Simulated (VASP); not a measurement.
# SnW (Fm-3m) in VASP: notebook, part 2 of 3

VASP 6.6.1. Earlier steps stand in the parts before.

### Step 3. Single point, PBE

This run uses another cell than the first one, of 26.37 Å³/atom.

File INCAR:

```
ALGO = Normal ; EDIFF = 1E-7
ENCUT = 520 ; GGA = PE
ISIF = 2 ; ISMEAR = 0
LASPH = T ; LCHARG = F
LREAL = F ; LWAVE = F
NBANDS = 21 ; NELM = 60
PREC = Accurate ; SIGMA = 0.1
```

File KPOINTS:

```
k-points
0
Gamma
  6 6 6
```

File POSCAR:

```
SnW
1.0
    0.0000000000      2.9766341500      2.9766341500
    2.9766341500      0.0000000000      2.9766341500
    2.9766341500      2.9766341500      0.0000000000
Sn W
1 1
Direct
    0.5000000000      0.5000000000      0.5000000000
    0.0000000000      0.0000000000      0.0000000000
```

Potentials or basis: VASP PAW PBE potentials, release 64 (Sn_d, W_sv).

The run is started by

```bash
cat potpaw_PBE.64/Sn_d/POTCAR potpaw_PBE.64/W_sv/POTCAR > POTCAR
mpirun -np 1 vasp_std > vasp.out
```

OUTCAR:

```text
EDIFF = 1E-7
   ENCUT = 520
   GGA = PE
   ISIF = 2
   ISMEAR = 0
   LASPH = T
   LREAL = F
   NELM = 60
   PREC = Accurate

 ion  position               nearest neighbor table
   1  0.500  0.500  0.500-   2 2.98   2 2.98   2 2.98   2 2.98   2 2.98   2 2.98
   2  0.000  0.000  0.000-   1 2.98   1 2.98   1 2.98   1 2.98   1 2.98   1 2.98

  LATTYP: Found a face centered cubic cell.
 ALAT       =     5.9532683000

  Lattice vectors:

 A1 = (   0.0000000000,   2.9766341500,   2.9766341500)
 A2 = (   2.9766341500,   0.0000000000,   2.9766341500)
 A3 = (   2.9766341500,   2.9766341500,   0.0000000000)

Analysis of symmetry for initial positions (statically):
=====================================================================
 Subroutine PRICEL returns:
 Original cell was already a primitive cell.

 Routine SETGRP: Setting up the symmetry group for a
 face centered cubic supercell.

 Subroutine GETGRP returns: Found 48 space group operations
 (whereof 48 operations were pure point group operations)
 out of a pool of 48 trial point group operations.

The static configuration has the point symmetry O_h .

Analysis of symmetry for dynamics (positions and initial velocities):
=====================================================================
 Subroutine PRICEL returns:
 Original cell was already a primitive cell.

 Routine SETGRP: Setting up the symmetry group for a
 face centered cubic supercell.

 Subroutine GETGRP returns: Found 48 space group operations
 (whereof 48 operations were pure point group operations)
 out of a pool of 48 trial point group operations.

The dynamic configuration has the point symmetry O_h .

 Subroutine INISYM returns: Found 48 space group operations
[... 98 lines left out ...]
   PSTRESS=    0.0 pullay stress
   NELECT =      28.0000    total number of electrons
   NUPDOWN=      -1.0000    fix difference up-down
   EMIN   =  10.00;   EMAX   =-10.00  energy-range for DOS
   EFERMI =   0.00;   METHOD = LEGACY
   ISMEAR =     0;   SIGMA  =   0.10  broadening in eV -4-tet -1-fermi 0-gaus
   EFERMI_NEDOS =   21; number of points for ismear=-14 and -15
   IALGO  =     38    algorithm
   IMIX   =      4    mixing-type and parameters
     AMIX     =   0.40;   BMIX     =  1.00
     AMIX_MAG =   1.60;   BMIX_MAG =  1.00
  volume/ion in A,a.u.               =      26.37       177.98
  Fermi-wavevector in a.u.,A,eV,Ry     =   1.325538  2.504903 23.906115  1.757050
  Thomas-Fermi vector in A             =   2.454991
   LORBIT       =      0    0 simple, 1 ext, 2 COOP (PROOUT), +10 PAW based schemes
   GGA     = PE    functional components
   LHFCALC =     F    Hartree Fock is set to
   AEXX    =    0.0000 exact exchange contribution
   IVDW    =     0    specifies the selected vdW correction
   LEPSILON=     F    determine dielectric tensor
   LRPA    =     F    only Hartree local field effects (RPA)
 non-spin polarized calculation
 Gauss-broadening in eV      SIGMA  =   0.10
  energy-cutoff  :      520.00
  volume of cell :       52.75
 maximum number of plane-waves:      1435
   NGX = 15   NGY = 15   NGZ = 15

 number of electron      28.0000009 magnetization

 Free energy of the ion-electron system (eV)
  ---------------------------------------------------
  ext. energy  EPLUGINS =         0.00000000
  ---------------------------------------------------
  free energy    TOTEN  =       -13.28176584 eV

  energy without entropy =      -13.25135477  energy(sigma->0) =      -13.26656031

 E-fermi :   6.6687     XC(G=0): -10.6228

 val. band max:        6.6598368459   @ k =  -0.1667   0.1667   0.0000
 cond. band min:       6.7123331797   @ k =   0.3333   0.1667   0.0000
 fundamental gap:      0.0524963338
 Fermi energy:         6.6686653164

 k-point     1 :       0.0000    0.0000    0.0000
  band No.  band energies     occupation
      1     -67.8382      2.00000
      2     -31.9718      2.00000
      3     -31.9718      2.00000
      4     -31.9718      2.00000
      5     -14.3233      2.00000
      6     -14.3233      2.00000
[... 373 lines left out ...]
     20      15.3224      0.00000
     21      16.5925      0.00000

------------------------ aborting loop because EDIFF is reached ----------------------------------------

  FORCE on cell =-STRESS in cart. coord.  units (eV):
  Direction    XX          YY          ZZ          XY          YZ          ZX
  --------------------------------------------------------------------------------------
  -------------------------------------------------------------------------------------
  Total       -5.5067662     -5.5067662     -5.5067662      0.0000000      0.0000000      0.0000000
  in kB     -167.2633716   -167.2633716   -167.2633716      0.0000000      0.0000000      0.0000000
  external PRESSURE =    -167.2633716 kB  Pullay stress =       0.0000000 kB

 VOLUME and BASIS-vectors are now :
 -----------------------------------------------------------------------------
  energy-cutoff  :      520.00
  volume of cell :       52.75
      direct lattice vectors                 reciprocal lattice vectors
     0.000000000  2.976634150  2.976634150    -0.167974959  0.167974959  0.167974959
     2.976634150  0.000000000  2.976634150     0.167974959 -0.167974959  0.167974959
     2.976634150  2.976634150  0.000000000     0.167974959  0.167974959 -0.167974959

 POSITION                                       TOTAL-FORCE (eV/Angst)
 -----------------------------------------------------------------------------------
      2.97663      2.97663      2.97663        -0.000000     -0.000000     -0.000000
      0.00000      0.00000      0.00000         0.000000      0.000000      0.000000
 -----------------------------------------------------------------------------------
    total drift:                                0.000000     -0.000000      0.000000

  FREE ENERGIE OF THE ION-ELECTRON SYSTEM (eV)
  ---------------------------------------------------
  free  energy   TOTEN  =       -13.2817658356 eV

  energy  without entropy=      -13.2513547745  energy(sigma->0) =      -13.26656031
```

OSZICAR:

```text
N       E                     dE             d eps       ncg     rms          rms(c)
DAV:   1     0.236112618379E+03    0.23611E+03   -0.14581E+04   682   0.177E+03
DAV:   2     0.297050852661E+01   -0.23314E+03   -0.22742E+03   700   0.458E+02
DAV:   3    -0.138986030289E+02   -0.16869E+02   -0.16433E+02   802   0.110E+02
DAV:   4    -0.143544521114E+02   -0.45585E+00   -0.45375E+00   722   0.194E+01
DAV:   5    -0.143659731215E+02   -0.11521E-01   -0.11516E-01   847   0.335E+00    0.931E+00
DAV:   6    -0.133611475026E+02    0.10048E+01   -0.41153E+00   743   0.119E+01    0.163E+00
DAV:   7    -0.132901577098E+02    0.70990E-01   -0.32804E-01   801   0.500E+00    0.138E+00
DAV:   8    -0.132825477582E+02    0.76100E-02   -0.42964E-02   813   0.197E+00    0.254E-01
DAV:   9    -0.132817568253E+02    0.79093E-03   -0.31714E-03   748   0.543E-01    0.789E-02
DAV:  10    -0.132817556695E+02    0.11558E-05   -0.49691E-04   790   0.280E-01    0.221E-02
DAV:  11    -0.132817678107E+02   -0.12141E-04   -0.28923E-05   863   0.588E-02    0.163E-02
DAV:  12    -0.132817658828E+02    0.19279E-05   -0.25142E-06   944   0.146E-02    0.163E-03
DAV:  13    -0.132817658356E+02    0.47163E-07   -0.25798E-07   631   0.400E-03
   1 F= -.13281766E+02 E0= -.13266560E+02  d E =-.304111E-01
```

stdout:

```text
POSCAR found type information on POSCAR SnW
 POSCAR found :  2 types and       2 ions
 scaLAPACK will be used
 LDA part: xc-table for (Slater+PW92), standard interpolation
 POSCAR, INCAR and KPOINTS ok, starting setup
 FFT: planning ... GRIDC
 FFT: planning ... GRID_SOFT
 FFT: planning ... GRID
 WAVECAR not read
 entering main loop
```

Run time: 16 s. Hardware: 1 thread of Intel Xeon Platinum 8259CL at 2.50GHz (Skylake/Cascade Lake), shared host; peak memory 0.18 GiB.

What came out:

| Quantity | Value |
| --- | --- |
| Free energy | -13.2818 eV |
| Pressure | -16.7 GPa |
| Band gap on the k mesh | zero (bands 14 and 15 overlap by 0.73 eV) |

Levels at points of the mesh, in eV from the Fermi level:
| k point | band 10 | band 11 | band 12 | band 13 | band 14 | band 15 | band 16 | band 17 | band 18 | band 19 |
| --- | --- | --- | --- | --- | --- | --- | --- | --- | --- | --- |
| (0.00, 0.00, 0.00) | -9.41 | -0.76 | -0.76 | -0.76 | -0.43 | -0.43 | 2.46 | 2.46 | 2.46 | 5.14 |
| (0.50, 0.00, 0.00) | -6.87 | -5.00 | -2.24 | -2.24 | 0.23 | 0.23 | 0.41 | 4.43 | 5.91 | 5.91 |
| (0.50, 0.50, 0.00) | -7.22 | -2.94 | -1.72 | -0.04 | -0.04 | 0.06 | 0.21 | 0.61 | 0.61 | 3.21 |

Caveat: the cell stands under tension; spin-orbit coupling is left out, which moves the levels of the heavy elements.

### Step 4. Relaxation of cell and atoms, PBE

This run uses another cell than the first one, of 26.37 Å³/atom.

File INCAR:

```
PREC = Accurate ; ENCUT = 600
EDIFF = 1E-7 ; ISMEAR = 0
SIGMA = 0.1 ; LREAL = F
LASPH = T ; NELM = 60
ALGO = Normal ; ISIF = 3
LWAVE = F ; LCHARG = F
GGA = PE ; IBRION = 2
NSW = 90 ; EDIFFG = -0.04
```

File KPOINTS:

```
Automatic mesh
0
Gamma
  6 6 6
```

POSCAR is that of step 3.

The run is started by

```bash
cat potpaw_PBE.64/Sn_d/POTCAR potpaw_PBE.64/W_sv/POTCAR > POTCAR
mpirun -np 1 vasp_std > vasp.out
```

Wall time 91 s (1 thread of Intel Xeon Platinum 8259CL at 2.50GHz (Skylake/Cascade Lake), shared host); peak memory 0.22 GiB.

The run converged. Its results:

```
Free energy                           : -13.9320 eV
Relaxed volume                        : 21.25 Å³/atom
Relaxed cell                          : a = 3.917 Å, b = 3.917 Å, c = 3.917 Å, α = 60.00°, β = 60.00°, γ = 60.00°
Space group after relaxing (to 0.1 Å) : Fm-3m (No. 225)
Energy gained by relaxing             : 325.1 meV/atom
Ionic steps                           : 5
Pressure after relaxing               : 0.2 GPa
Band gap on the k mesh                : zero (bands 14 and 15 overlap by 1.23 eV)
```

Step by step:
| step | energy change (eV) | largest force (eV/Å) | pressure (GPa) | volume (Å³) |
| --- | --- | --- | --- | --- |
| 1 | 0.0000 | 0.0000 | -16.69 | 52.75 |
| 2 | 0.2805 | 0.0000 | 44.63 | 34.43 |
| 3 | -0.6488 | 0.0000 | -1.19 | 42.98 |
| 4 | -0.6502 | 0.0000 | -0.32 | 42.69 |
| 5 | -0.6502 | 0.0000 | 0.25 | 42.50 |

Final structure:
```
Sn W
1.0
     0.00000    2.76982    2.76982
     2.76982    0.00000    2.76982
     2.76982    2.76982    0.00000
Sn W
1 1
Direct
  0.50000 0.50000 0.50000
  0.00000 0.00000 0.00000
```

Levels at points of the mesh, in eV from the Fermi level:
```tsv
k point	band 11	band 12	band 13	band 14	band 15	band 16	band 17	band 18
(0.00, 0.00, 0.00)	-1.10	-1.10	-1.10	-0.47	-0.47	3.08	3.08	3.08
(0.50, 0.00, 0.00)	-6.08	-2.91	-2.91	0.27	0.27	0.65	4.99	6.84
(0.50, 0.50, 0.00)	-3.68	-2.43	-0.06	-0.06	0.22	0.84	0.84	0.87
```

Caveat: the volume moved by over 15 % at a fixed basis, so the end points are rough; spin-orbit coupling is left out, which moves the levels of the heavy elements.

(Part 2 of 3 ends here.)
